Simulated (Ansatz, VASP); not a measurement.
AlN in VASP and in Ansatz

INCAR

```
SYSTEM = AlN
  PREC = Accurate
  ENCUT = 600
  EDIFF = 1E-6
  ISMEAR = 0
  SIGMA = 0.1
  LREAL = .False.
  LASPH = .True.
  NELM = 100
  ALGO = Normal
  ISIF = 3
  LWAVE = .False.
  LCHARG = .False.
  GGA = PE
  IBRION = 2
  NSW = 90
  EDIFFG = -0.04
```

KPOINTS

```
Automatic mesh
0
Gamma
  8 8 4
  0 0 0
```

Contents of POSCAR:

```
AlN
1.0
    2.0929757400     -1.5575352800      0.0000000000
    2.0929757400      1.5575352800      0.0000000000
   -1.5583982700      0.0000000000      4.4775902300
Al N
2 2
Direct
    0.4901093500      0.8223851100      0.6464666700
    0.8223851100      0.4901093500      0.1464666700
    0.1776148900      0.5098906500      0.8535333300
    0.5098906500      0.1776148900      0.3535333300
```

Input for Ansatz:

```yaml
crystal:
  lattice:
    - [2.09297574, -1.55753528, 0.0]
    - [2.09297574, 1.55753528, 0.0]
    - [-1.55839827, 0.0, 4.47759023]
  atoms:
    - { symbol: Al, position: [0.49010935, 0.82238511, 0.64646667] }
    - { symbol: Al, position: [0.82238511, 0.49010935, 0.14646667] }
    - { symbol: "N", position: [0.17761489, 0.50989065, 0.85353333] }
    - { symbol: "N", position: [0.50989065, 0.17761489, 0.35353333] }
basis:
  ecutwfc: 420
kpoints:
  mp_grid: { grid: [8, 8, 4] }
hamiltonian:
  xc: pbe
scf:
  occupations: { method: gaussian, width: 0.1 }
  lower_state_search: "off"
output:
  forces: true
  stress: true
  eigenvalues: true
relax:
  adjacent_minimum: "off"
  f_tol: 0.04
  max_steps: 70
  cell: { stress_tol: 0.4 }
```

Alike in both runs: task relaxation of cell and atoms; functional PBE; k mesh 8 × 8 × 4; occupations gaussian, width 0.1 eV; no spin polarisation.

```csv
,VASP,Ansatz
version,VASP 6.6.1,Ansatz 0.2.0
potentials or method,"VASP PAW PBE potentials, release 64 (Al, N), cutoff 600 eV","scalar-relativistic, plane waves, PAW"
valence electrons in the cell,16,16
```

```csv
,VASP,Ansatz,Ansatz less VASP
"gap on the k mesh at the Fermi level, each at its own relaxed structure (eV)",4.42,4.43,+0.009
relaxed volume (Å³/atom),8.41,8.43,+0.020
relaxed cell length with the largest relative difference (Å),2.875,2.878,+0.0033
```

Noted on VASP's run: the volume moved by over 15 % at a fixed basis, so the end points are rough.
